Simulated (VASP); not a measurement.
## C: single point with PBEsol

The system is C.

```
C
1.0
     0.00000    1.77691    1.77691
     1.77691    0.00000    1.77691
     1.77691    1.77691    0.00000
C
2
Direct
  0.87500 0.87500 0.87500
  0.12500 0.12500 0.12500
```

```
Program                : VASP 6.6.1
Task                   : single point
Functional             : PBEsol
Potentials or basis    : VASP PAW PBE potentials, release 64 (C)
Cutoff                 : 520 eV
k mesh                 : 16 × 16 × 16
Occupations            : fermi-dirac, width 0.02 eV
Spin                   : no spin polarisation
Dipole correction      : no
Further INCAR settings : ALGO = Normal; EDIFF = 1e-07; NBANDS = 11
```

- Pressure: 1.1 GPa
- Band gap on the k mesh: 4.03 eV, indirect (least direct gap 5.57 eV)

Levels at points of the mesh, in eV from the valence-band top:
| k point | band 1 | band 2 | band 3 | band 4 | band 5 | band 6 | band 7 | band 8 |
| --- | --- | --- | --- | --- | --- | --- | --- | --- |
| (0.00, 0.00, 0.00) | -21.67 | 0.00 | 0.00 | 0.00 | 5.57 | 5.57 | 5.57 | 13.62 |
| (0.50, 0.00, 0.00) | -15.77 | -13.59 | -2.84 | -2.84 | 8.43 | 8.43 | 8.99 | 15.59 |
| (0.50, 0.50, 0.00) | -12.85 | -12.85 | -6.40 | -6.40 | 4.62 | 4.62 | 16.95 | 16.95 |

Run time: 15 s on 1 thread of Intel(R) Xeon(R) Platinum 8259CL CPU @ 2.50GHz (Skylake/Cascade Lake) (shared host), peak memory 0.12 GiB.

Caveat: the PAW data sets were made with another functional, which shifts forces and pressure a little. A k mesh can miss the band edges.
